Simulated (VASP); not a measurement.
Input of a VASP 6.6.1 run:

Contents of INCAR:

```
SYSTEM = MnO2
  PREC = Accurate
  ENCUT = 520
  EDIFF = 1E-7
  ISMEAR = -1
  SIGMA = 0.06122561905347299
  LREAL = .False.
  LASPH = .True.
  NELM = 80
  ALGO = Normal
  ISIF = 2
  LWAVE = .False.
  LCHARG = .False.
  GGA = PE
  NBANDS = 20
```

The input KPOINTS:

```
regular mesh
0
Gamma
  21 21 21
  0 0 0
```

Contents of POSCAR:

```
MnO2
1.0
    0.0000000000      2.3402932454      2.3402932454
    2.3402932454      0.0000000000      2.3402932454
    2.3402932454      2.3402932454      0.0000000000
Mn O
1 2
Direct
    0.0000000000      0.0000000000      0.0000000000
    0.2500000000      0.2500000000      0.2500000000
    0.7500000000      0.7500000000      0.7500000000
```

Potentials or basis: VASP PAW PBE potentials, release 64 (Mn_pv, O).

Run with:

```console
$ cat potpaw_PBE.64/Mn_pv/POTCAR potpaw_PBE.64/O/POTCAR > POTCAR
$ mpirun -np 1 vasp_std > vasp.out
```

Task: What does it give for the pressure?

Result: -9.1 GPa.

Caveat: an odd number of electrons without spin polarisation forces a metal; a magnetic or distorted state may lie lower; the run has no spin polarisation, though such a crystal can be magnetic; semilocal functionals often make such compounds metallic where correlation or magnetic order opens a gap, which also shifts bond lengths. Spin polarisation is off, so any magnetic state and its effect on volume and gap are missing.
